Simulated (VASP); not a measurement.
# Fe (Pm-3m) in VASP: notebook

The runs below take Fe through single point, with PBEsol.

All numbers are computed with VASP 6.6.1; they aren't measurements. Logs are shortened: lines on timing, memory, paths and dates and some standing lists are left out, and cuts for length are marked.

### 1 The cell of the first run

Symmetry: Pm-3m, No. 221, cubic system. The conventional cell has a = 2.329 Å, b = 2.329 Å, c = 2.329 Å, α = 90.00°, β = 90.00°, γ = 90.00°. Within 3.1 Å of Fe (site symmetry m-3m) lie 6 Fe at 2.33 Å.

This isn't the form of Fe at room conditions, which is bcc.

### 2 Single point, PBEsol, collinear spin, ferromagnetic start (12.63 Å³/atom)

INCAR reads:

```
PREC     = Accurate       # precision mode
ENCUT    = 520            # plane-wave cutoff, eV
EDIFF    = 1E-6           # SCF threshold, eV
ISMEAR   = -1             # smearing method
SIGMA    = 0.05           # smearing width, eV
LREAL    = False          # projectors in reciprocal space
LASPH    = True           # aspherical terms in the spheres
NELM     = 150            # most SCF steps
ALGO     = Normal         # electronic algorithm
ISIF     = 2              # what is computed and relaxed
LWAVE    = False          # write WAVECAR
LCHARG   = False          # write CHGCAR
ISPIN    = 2              # spin polarisation
MAGMOM   = 2.263          # initial moments
LORBIT   = 11             # projections on sites
LMAXMIX  = 4              # l up to which the mixer works
GGA      = PS             # functional
NBANDS   = 14             # bands
```

KPOINTS reads:

```
regular mesh
0
Gamma
  15 15 15
```

POSCAR reads:

```
Fe
1.0
    2.3290547973      0.0000000000      0.0000000000
    0.0000000000      2.3290547973      0.0000000000
    0.0000000000      0.0000000000      2.3290547973
Fe
1
Direct
    0.0000000000      0.0000000000      0.0000000000
```

Potentials or basis: VASP PAW PBE potentials, release 64 (Fe).

Started as:

```
cat potpaw_PBE.64/Fe/POTCAR > POTCAR
mpirun -np 1 vasp_std > vasp.out
```

OUTCAR:

```text
PREC = Accurate
   ENCUT = 520
   EDIFF = 1E-6
   ISMEAR = -1
   LREAL = False
   LASPH = True
   NELM = 150
   ISIF = 2
   ISPIN = 2
   LORBIT = 11
   GGA = PS

 ion  position               nearest neighbor table
   1  0.000  0.000  0.000-

  LATTYP: Found a simple cubic cell.
 ALAT       =     2.3290547973

  Lattice vectors:

 A1 = (   2.3290547973,   0.0000000000,   0.0000000000)
 A2 = (   0.0000000000,   2.3290547973,   0.0000000000)
 A3 = (   0.0000000000,   0.0000000000,   2.3290547973)

Analysis of symmetry for initial positions (statically):
=====================================================================
 Subroutine PRICEL returns:
 Original cell was already a primitive cell.

 Routine SETGRP: Setting up the symmetry group for a
 simple cubic supercell.

 Subroutine GETGRP returns: Found 48 space group operations
 (whereof 48 operations were pure point group operations)
 out of a pool of 48 trial point group operations.

The static configuration has the point symmetry O_h .

Analysis of symmetry for dynamics (positions and initial velocities):
=====================================================================
 Subroutine PRICEL returns:
 Original cell was already a primitive cell.

 Routine SETGRP: Setting up the symmetry group for a
 simple cubic supercell.

 Subroutine GETGRP returns: Found 48 space group operations
 (whereof 48 operations were pure point group operations)
 out of a pool of 48 trial point group operations.

The dynamic configuration has the point symmetry O_h .

Analysis of structural, dynamic, and magnetic symmetry:
=====================================================================
 Subroutine PRICEL returns:
 Original cell was already a primitive cell.

 Routine SETGRP: Setting up the symmetry group for a
 simple cubic supercell.

 Subroutine GETGRP returns: Found 48 space group operations
 (whereof 48 operations were pure point group operations)
 out of a pool of 48 trial point group operations.

The overall configuration has the point symmetry O_h .

 Subroutine INISYM returns: Found 48 space group operations
 (whereof 48 operations are pure point group operations),
 and found     1 'primitive' translations

----------------------------------------------------------------------------------------

                                     Primitive cell

  volume of cell :      12.6339

  direct lattice vectors                    reciprocal lattice vectors
     2.329054797  0.000000000  0.000000000     0.429358726  0.000000000  0.000000000
     0.000000000  2.329054797  0.000000000     0.000000000  0.429358726  0.000000000
     0.000000000  0.000000000  2.329054797     0.000000000  0.000000000  0.429358726
[... 124 lines left out ...]
  ext. energy  EPLUGINS =         0.00000000
  ---------------------------------------------------
  free energy    TOTEN  =        -8.08590938 eV

  energy without entropy =       -8.07943665  energy(sigma->0) =       -8.08267302

 E-fermi :   4.8722     XC(G=0): -12.5861

 val. band max:        4.8542073073   @ k =   0.4000   0.3333   0.3333
 cond. band min:       4.8928610210   @ k =   0.4000   0.4000   0.0000
 fundamental gap:      0.0386537137
 Fermi energy:         4.8721659737

 spin component 1

 k-point     1 :       0.0000    0.0000    0.0000
  band No.  band energies     occupation
      1      -3.1898      1.00000
      2       0.8361      1.00000
      3       0.8361      1.00000
      4       4.5475      0.99849
      5       4.5475      0.99849
      6       4.5475      0.99849
      7      24.2101      0.00000
      8      24.2101      0.00000
      9      24.2101      0.00000
     10      28.1711      0.00000
     11      28.1711      0.00000
     12      32.7799      0.00000
     13      45.3170      0.00000
     14      45.3170      0.00000
[... 379 lines left out ...]
      3       2.4823      1.00000
      4       3.6065      1.00000
      5       4.1288      1.00000
      6       4.1975      1.00000
      7      13.3432      0.00000
      8      20.5853      0.00000
      9      28.8942      0.00000
     10      29.8061      0.00000
     11      30.4504      0.00000
     12      38.1942      0.00000
     13      39.0357      0.00000
     14      40.6673      0.00000

 [... further k-points ...]

 spin component 2

 k-point     1 :       0.0000    0.0000    0.0000
  band No.  band energies     occupation
      1      -2.8299      1.00000
      2       2.3407      1.00000
      3       2.3409      1.00000
      4       7.3850      0.00000
      5       7.3850      0.00000
      6       7.3853      0.00000
      7      24.8170      0.00000
      8      24.8170      0.00000
      9      24.8170      0.00000
     10      28.7350      0.00000
     11      28.7350      0.00000
     12      32.8500      0.00000
     13      45.7703      0.00000
     14      45.7703      0.00000
[... 379 lines left out ...]
      3       4.0658      1.00000
      4       6.1062      0.00000
      5       6.2850      0.00000
      6       6.9764      0.00000
      7      14.2535      0.00000
      8      21.2862      0.00000
      9      29.4499      0.00000
     10      30.5601      0.00000
     11      30.7882      0.00000
     12      38.6315      0.00000
     13      39.7648      0.00000
     14      41.0377      0.00000

 [... further k-points ...]

------------------------ aborting loop because EDIFF is reached ----------------------------------------

  FORCE on cell =-STRESS in cart. coord.  units (eV):
  Direction    XX          YY          ZZ          XY          YZ          ZX
  --------------------------------------------------------------------------------------
  -------------------------------------------------------------------------------------
  Total       -0.0850325     -0.0850325     -0.0850325     -0.0000000      0.0000000      0.0000000
  in kB      -10.7834216    -10.7834216    -10.7834216     -0.0000000      0.0000000      0.0000000
  external PRESSURE =     -10.7834216 kB  Pullay stress =       0.0000000 kB

 VOLUME and BASIS-vectors are now :
 -----------------------------------------------------------------------------
  energy-cutoff  :      520.00
  volume of cell :       12.63
      direct lattice vectors                 reciprocal lattice vectors
     2.329054797  0.000000000  0.000000000     0.429358726  0.000000000  0.000000000
     0.000000000  2.329054797  0.000000000     0.000000000  0.429358726  0.000000000
     0.000000000  0.000000000  2.329054797     0.000000000  0.000000000  0.429358726

 POSITION                                       TOTAL-FORCE (eV/Angst)
 -----------------------------------------------------------------------------------
      0.00000      0.00000      0.00000         0.000000      0.000000      0.000000
 -----------------------------------------------------------------------------------
    total drift:                                0.000000      0.000000      0.000000

  FREE ENERGIE OF THE ION-ELECTRON SYSTEM (eV)
  ---------------------------------------------------
  free  energy   TOTEN  =        -8.0859093799 eV

  energy  without entropy=       -8.0794366525  energy(sigma->0) =       -8.08267302

 total charge

# of ion       s       p       d       tot
------------------------------------------
    1        0.518   0.442   6.311   7.271

 magnetization (x)

# of ion       s       p       d       tot
------------------------------------------
    1        0.000  -0.008   2.283   2.276
```

OSZICAR:

```text
N       E                     dE             d eps       ncg     rms          rms(c)
DAV:   1     0.224688485690E+02    0.22469E+02   -0.37394E+03  7204   0.666E+02
DAV:   2    -0.791353589130E+01   -0.30382E+02   -0.28006E+02  7320   0.126E+02
DAV:   3    -0.891117564510E+01   -0.99764E+00   -0.98949E+00  7992   0.239E+01
DAV:   4    -0.891488074724E+01   -0.37051E-02   -0.37044E-02  8118   0.132E+00
DAV:   5    -0.891490111481E+01   -0.20368E-04   -0.20367E-04  8130   0.997E-02    0.101E+01
DAV:   6    -0.818653751341E+01    0.72836E+00   -0.10093E+01  8256   0.359E+01    0.645E+00
DAV:   7    -0.808608318166E+01    0.10045E+00   -0.95780E-01  8108   0.104E+01    0.321E+00
DAV:   8    -0.809172632646E+01   -0.56431E-02   -0.13549E-02  8268   0.787E-01    0.161E+00
DAV:   9    -0.808450322313E+01    0.72231E-02   -0.84398E-03  8582   0.589E-01    0.612E-01
DAV:  10    -0.808562368353E+01   -0.11205E-02   -0.43579E-03  8046   0.377E-01    0.159E-01
DAV:  11    -0.808590248351E+01   -0.27880E-03   -0.27429E-04  7676   0.899E-02    0.346E-02
DAV:  12    -0.808590859103E+01   -0.61075E-05   -0.11779E-05  7948   0.202E-02    0.144E-02
DAV:  13    -0.808591015402E+01   -0.15630E-05   -0.19793E-06  6414   0.944E-03    0.123E-02
DAV:  14    -0.808590937987E+01    0.77415E-06   -0.36792E-07  4020   0.523E-03
   1 F= -.80859094E+01 E0= -.80826730E+01  d E =-.647273E-02  mag=     2.2956
```

stdout:

```text
POSCAR found type information on POSCAR Fe
 POSCAR found :  1 types and       1 ions
 scaLAPACK will be used
 -----------------------------------------------------------------------------
|                                                                             |
|                                                                             |
|     You enforced a specific xc type in the INCAR file but a different       |
|     I HOPE YOU KNOW WHAT YOU ARE DOING!                                     |
|                                                                             |
 -----------------------------------------------------------------------------

 LDA part: xc-table for (Slater+PW92), standard interpolation
 POSCAR, INCAR and KPOINTS ok, starting setup
 FFT: planning ... GRIDC
 FFT: planning ... GRID_SOFT
 FFT: planning ... GRID
 WAVECAR not read
 entering main loop
```

Wall time 15 s (1 thread of Intel Xeon 6975P-C (Granite Rapids), shared host); peak memory 0.14 GiB.

Results:

```yaml
Free_energy: -8.0859 eV
Pressure: -1.1 GPa
Net_moment: 2.30 μB per cell
Site_moments: Fe +2.28 μB
Valence_electrons_inside_the_program's_atomic_spheres: Fe 7.27
```

Levels at points of the mesh, in eV from the Fermi level:
Spin up:
| k point | band 1 | band 2 | band 3 | band 4 | band 5 | band 6 | band 7 | band 8 | band 9 | band 10 |
| --- | --- | --- | --- | --- | --- | --- | --- | --- | --- | --- |
| (0.00, 0.00, 0.00) | -8.06 | -4.04 | -4.04 | -0.32 | -0.32 | -0.32 | 19.34 | 19.34 | 19.34 | 23.30 |
Spin down:
| k point | band 1 | band 2 | band 3 | band 4 | band 5 | band 6 |
| --- | --- | --- | --- | --- | --- | --- |
| (0.00, 0.00, 0.00) | -7.70 | -2.53 | -2.53 | 2.51 | 2.51 | 2.51 |

Caveat: the PAW data sets were made with another functional, which shifts forces and pressure a little.

### 3 Single point, PBEsol, collinear spin, ferromagnetic start (13.14 Å³/atom)

This run uses another cell than the first one, of 13.14 Å³/atom.

INCAR is that of step 2.

KPOINTS reads:

```
Automatic mesh
0
Gamma
  15 15 15
```

POSCAR reads:

```
Fe
1.0
    2.3597037699      0.0000000000      0.0000000000
    0.0000000000      2.3597037699      0.0000000000
    0.0000000000      0.0000000000      2.3597037699
Fe
1
Direct
    0.0000000000      0.0000000000      0.0000000000
```

Potentials or basis: VASP PAW PBE potentials, release 64 (Fe).

Started as:

```
cat potpaw_PBE.64/Fe/POTCAR > POTCAR
mpirun -np 1 vasp_std > vasp.out
```

OUTCAR:

```text
PREC = Accurate
   ENCUT = 520
   EDIFF = 1E-6
   ISMEAR = -1
   LREAL = False
   LASPH = True
   NELM = 150
   ISIF = 2
   ISPIN = 2
   LORBIT = 11
   GGA = PS

 ion  position               nearest neighbor table
   1  0.000  0.000  0.000-

  LATTYP: Found a simple cubic cell.
 ALAT       =     2.3597037699

  Lattice vectors:

 A1 = (   2.3597037699,   0.0000000000,   0.0000000000)
 A2 = (   0.0000000000,   2.3597037699,   0.0000000000)
[... 1023 lines left out ...]
  --------------------------------------------------------------------------------------
  -------------------------------------------------------------------------------------
  Total       -0.5359223     -0.5359223     -0.5359223      0.0000000      0.0000000      0.0000000
  in kB      -65.3491478    -65.3491478    -65.3491478      0.0000000      0.0000000      0.0000000
  external PRESSURE =     -65.3491478 kB  Pullay stress =       0.0000000 kB

 VOLUME and BASIS-vectors are now :
 -----------------------------------------------------------------------------
  energy-cutoff  :      520.00
  volume of cell :       13.14
      direct lattice vectors                 reciprocal lattice vectors
     2.359703770  0.000000000  0.000000000     0.423782007  0.000000000  0.000000000
     0.000000000  2.359703770  0.000000000     0.000000000  0.423782007  0.000000000
     0.000000000  0.000000000  2.359703770     0.000000000  0.000000000  0.423782007

 POSITION                                       TOTAL-FORCE (eV/Angst)
 -----------------------------------------------------------------------------------
      0.00000      0.00000      0.00000         0.000000      0.000000      0.000000
 -----------------------------------------------------------------------------------
    total drift:                                0.000000      0.000000      0.000000

  FREE ENERGIE OF THE ION-ELECTRON SYSTEM (eV)
  ---------------------------------------------------
  free  energy   TOTEN  =        -8.0735918537 eV

  energy  without entropy=       -8.0667810102  energy(sigma->0) =       -8.07018643

 total charge

# of ion       s       p       d       tot
------------------------------------------
    1        0.504   0.417   6.278   7.199

 magnetization (x)

# of ion       s       p       d       tot
------------------------------------------
    1       -0.000  -0.009   2.338   2.328
```

Wall time 15 s (1 thread of Intel Xeon 6975P-C (Granite Rapids), shared host); peak memory 0.14 GiB.

What came out:

```yaml
Free_energy: -8.0736 eV
Pressure: -6.5 GPa
Net_moment: 2.35 μB per cell
Site_moments: Fe +2.33 μB
Valence_electrons_inside_the_program's_atomic_spheres: Fe 7.20
```

Caveat: the cell stands under tension; the PAW data sets were made with another functional, which shifts forces and pressure a little.

(Continued in part 2 of 2.)
